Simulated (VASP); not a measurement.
AlN: single point with revPBE

Crystal: AlN.

```
Al N
1.0
     0.00000    2.22683    2.22683
     2.22683    0.00000    2.22683
     2.22683    2.22683    0.00000
Al N
1 1
Direct
  0.00000 0.00000 0.00000
  0.25000 0.25000 0.25000
```

```json
{"Program": "VASP 6.6.1", "Task": "single point", "Functional": "revPBE", "Potentials or basis": "VASP PAW PBE potentials, release 64 (Al, N)", "Cutoff": "520 eV", "k mesh": "10 × 10 × 10", "Occupations": "fermi-dirac, width 0.05 eV", "Spin": "no spin polarisation", "Dipole correction": "no", "Further INCAR settings": "ALGO = Normal; EDIFF = 1e-06; NBANDS = 11"}
```

```
Pressure               : -4.2 GPa
Band gap on the k mesh : 3.32 eV, indirect (least direct gap 3.72 eV)
```

Levels at points of the mesh, in eV from the valence-band top:
```tsv
k point	band 1	band 2	band 3	band 4	band 5	band 6	band 7	band 8	band 9
(0.00, 0.00, 0.00)	-14.68	0.00	0.00	0.00	3.72	12.08	12.08	12.08	17.24
(0.50, 0.00, 0.00)	-12.82	-5.59	-0.47	-0.47	6.93	9.51	10.84	10.84	17.35
(0.50, 0.50, 0.00)	-12.25	-4.70	-1.70	-1.70	3.32	8.34	13.30	15.11	15.11
```

Run time: 12 s on 1 thread of AMD EPYC 7R43 64-Core Processor (Zen 3) (shared host), peak memory 0.1 GiB.

Caveat: the PAW data sets were made with another functional, which shifts forces and pressure a little. Expect the measured gap to be larger: semilocal functionals such as revPBE lack the derivative discontinuity.
